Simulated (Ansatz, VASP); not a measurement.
## Two plane-wave programs on Pb

The input INCAR:

```
SYSTEM = Pb
PREC     = Accurate       ! precision mode
ENCUT    = 520            ! plane-wave cutoff, eV
EDIFF    = 1E-7           ! SCF threshold, eV
ISMEAR   = 0              ! smearing method
SIGMA    = 0.15           ! smearing width, eV
LREAL    = .FALSE.        ! projectors in reciprocal space
LASPH    = .TRUE.         ! aspherical terms in the spheres
NELM     = 80             ! most SCF steps
ALGO     = Normal         ! electronic algorithm
ISIF     = 2              ! what is computed and relaxed
LWAVE    = .FALSE.        ! write WAVECAR
LCHARG   = .FALSE.        ! write CHGCAR
GGA      = PS             ! functional
NBANDS   = 13             ! bands
```

KPOINTS

```
Automatic mesh
0
G
  16 16 16
  0 0 0
```

Contents of POSCAR:

```
Pb
1.0
    0.0000000000      2.4698000000      2.4080550000
    2.4698000000      0.0000000000      2.4080550000
    2.4698000000      2.4698000000      0.0000000000
Pb
1
Direct
    0.0000000000      0.0000000000      0.0000000000
```

Input for Ansatz:

```yaml
crystal:
  lattice:
    - [0.0, 2.4698, 2.408055]
    - [2.4698, 0.0, 2.408055]
    - [2.4698, 2.4698, 0.0]
  atoms:
    - { symbol: Pb, position: [0.0, 0.0, 0.0] }
basis:
  ecutwfc: 420
kpoints:
  mp_grid: { grid: [16, 16, 16] }
hamiltonian:
  xc: pbesol
scf:
  occupations: { method: gaussian, width: 0.15 }
output:
  forces: true
  stress: true
  eigenvalues: true
```

Change from the starting cell: strain +0.000 along x and y, -0.025 along z, atoms carried along.

Alike in both runs: task single point; functional PBEsol; k mesh 16 × 16 × 16; occupations gaussian, width 0.15 eV; no spin polarisation.

```csv
,VASP,Ansatz
version,VASP 6.6.1,Ansatz 0.2.0
potentials or method,"VASP PAW PBE potentials, release 64 (Pb_d), cutoff 520 eV","scalar-relativistic, plane waves, PAW"
valence electrons in the cell,14,14
```

|  | VASP | Ansatz | Ansatz less VASP |
| --- | --- | --- | --- |
| gap on the k mesh at the Fermi level (eV) | none | none | - |
| pressure (GPa) | 1.0 | 1.0 | +0.08 |
| traceless stress, the component that is largest in VASP (GPa) | 0.36 | 0.36 | -0.003 |

VASP's potentials were made for PBE, not for PBEsol. A gap of «none» marks a metal or a gap that the smearing closes. With one functional, cell and mesh, what is left measures potentials, basis and numerics.

Neither program's run includes spin-orbit coupling.
